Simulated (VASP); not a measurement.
The system is GdO.

```
Gd O
1.0
     3.11330    0.00000    0.00000
    -1.55665    2.69620    0.00000
     0.00000    0.00000    3.03843
Gd O
1 1
Cartesian
  0.0000 0.0000 0.0000
  1.5566 0.8987 1.5192
```

Base run:

```yaml
Program: VASP 6.6.1
Functional: LDA
Potentials_or_basis: VASP PAW PBE potentials, release 64 (Gd, O)
Cutoff: 520 eV
k_mesh: 10 × 10 × 9
Occupations: fermi-dirac, width 0.05 eV
Spin: collinear spin, ferromagnetic start
Starting_moments: "[7.0, 0.0] μB"
Hubbard_terms: Gd f U = 3.0 eV
```

Its results: pressure 20.0 GPa; net moment 7.32 μB per cell; site moments Gd +6.98; O -0.02 μB.

Task: The run is repeated on the same cell with these changes: hubbard terms from Gd f U = 3.0 eV to Gd f U = 2.0 eV. What comes out?

Result: Pressure 19.2 GPa; net moment 7.21 μB per cell; site moments Gd +6.91; O -0.02 μB.

Caveats: the PAW data sets were made with another functional, which shifts forces and pressure a little; a cell with one magnetic atom can't hold antiferromagnetic order, which such compounds often take.
